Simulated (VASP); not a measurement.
Set up this calculation in VASP 6.6.1, as the native input.

* Task: single point
* Functional: PBEsol
* Potentials or basis: VASP PAW PBE potentials, release 64 (Co, Sn_d)
* Cutoff: 520 eV
* k mesh: 12 × 12 × 8
* Occupations: gaussian, width 0.1 eV
* Spin: no spin polarisation
* Dipole correction: no
* Further INCAR settings: ALGO = Fast; EDIFF = 1e-06; NBANDS = 44

The structure of CoSn lies in POSCAR:

```
CoSn
1.0
    5.1966029788      0.0000000000      0.0000000000
   -2.5983014894      4.5003901930      0.0000000000
    0.0000000000      0.0000000000      4.1496797580
Co Sn
3 3
Direct
    0.0000000000      0.5000000000      0.0000000000
    0.5000000000      0.5000000000      0.0000000000
    0.5000000000      0.0000000000      0.0000000000
    0.6666666667      0.3333333333      0.5000000000
    0.3333333333      0.6666666667      0.5000000000
    0.0000000000      0.0000000000      0.0000000000
```

One way to write it, as run:

INCAR

```
PREC = Accurate
ENCUT = 520
EDIFF = 1E-6
ISMEAR = 0
SIGMA = 0.1
LREAL = F
LASPH = T
NELM = 60
ALGO = Fast
ISIF = 2
LWAVE = F
LCHARG = F
GGA = PS
NBANDS = 44
```

KPOINTS

```
Automatic mesh
0
Gamma
  12 12 8
```

Potentials or basis: VASP PAW PBE potentials, release 64 (Co, Sn_d).

Command:

```bash
$ cat potpaw_PBE.64/Co/POTCAR potpaw_PBE.64/Sn_d/POTCAR > POTCAR
$ mpirun -np 1 vasp_std > vasp.out
```

It gave:

```yaml
Pressure: 1.9 GPa
```

Caveat: the PAW data sets were made with another functional, which shifts forces and pressure a little.

It took 3.7 min on 1 thread of Intel(R) Xeon(R) 6975P-C (Granite Rapids), on a shared host, peak memory 0.44 GiB.
